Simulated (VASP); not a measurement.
A run of VASP 6.6.1 is set up as follows.

The input INCAR:

```
PREC     = Accurate       # precision mode
ENCUT    = 520            # plane-wave cutoff, eV
EDIFF    = 1E-6           # SCF threshold, eV
ISMEAR   = 0              # smearing method
SIGMA    = 0.15           # smearing width, eV
LREAL    = F              # projectors in reciprocal space
LASPH    = T              # aspherical terms in the spheres
NELM     = 80             # most SCF steps
ALGO     = Normal         # electronic algorithm
ISIF     = 2              # what is computed and relaxed
LWAVE    = F              # write WAVECAR
LCHARG   = F              # write CHGCAR
GGA      = PE             # functional
NBANDS   = 9              # bands
```

File KPOINTS:

```
Automatic mesh
0
Gamma
  15 15 15
```

Contents of POSCAR:

```
Te
1.0
    2.3157575282      1.3370032323      1.7605932568
   -2.3157575282      1.3370032323      1.7605932568
    0.0000000000     -2.6740064645      1.7605932568
Te
1
Direct
    0.5000000000      0.5000000000      0.5000000000
```

Potentials or basis: VASP PAW PBE potentials, release 64 (Te).

Run with:

```bash
$ cat potpaw_PBE.64/Te/POTCAR > POTCAR
$ mpirun -np 1 vasp_std > vasp.out
```

Q: Predict the pressure.

A: -0.2 GPa.

Q: Estimate the band gap on the k mesh.

A: Zero (bands 3 and 4 overlap by 4.92 eV).

Stress tensor (GPa, compression positive):
```
-0.34  0.00  0.00
 0.00 -0.34  0.00
 0.00  0.00  0.10
```

Caveat: spin-orbit coupling is left out, which moves the levels of the heavy elements.
